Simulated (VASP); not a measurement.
Sn:

```
Sn
1.0
    -1.89465    1.89465    1.89465
     1.89465   -1.89465    1.89465
     1.89465    1.89465   -1.89465
Sn
1
Cartesian
  0.0000 0.0000 0.0000
```

- Program: VASP 6.6.1
- Task: relaxation of cell and atoms
- Functional: PBE
- Dispersion: D4
- Potentials or basis: VASP PAW PBE potentials, release 64 (Sn_d)
- Cutoff: 600 eV
- k mesh: 10 × 10 × 10
- Occupations: fermi-dirac, width 0.05 eV
- Spin: no spin polarisation

At the start: pressure -1.7 GPa; volume 27.20 Å³/atom.

Task: How do energy, volume and symmetry change on relaxing?

Result: Over 3 steps the energy falls by 5.3 meV/atom and the volume is 26.23 Å³/atom (-3.6 %); space group Im-3m (No. 229, to 0.05 Å).

The path:
```csv
step,energy change (eV),largest force (eV/Å),pressure (GPa),volume (Å³)
1,0.0000,0.0000,-1.68,27.20
2,-0.0052,0.0000,0.28,26.09
3,-0.0053,0.0000,0.01,26.23
```

Final structure:
```cif
data_structure
_symmetry_space_group_name_H-M 'P 1'
_symmetry_Int_Tables_number 1
_cell_length_a 3.2421
_cell_length_b 3.2421
_cell_length_c 3.2421
_cell_angle_alpha 109.471
_cell_angle_beta 109.471
_cell_angle_gamma 109.471
_cell_volume 26.23
loop_
_atom_site_label
_atom_site_type_symbol
_atom_site_fract_x
_atom_site_fract_y
_atom_site_fract_z
_atom_site_occupancy
Sn1 Sn 0.00000 0.00000 0.00000 1
```

Caveat: pairwise dispersion overbinds metals, which lowers pressure and volume.
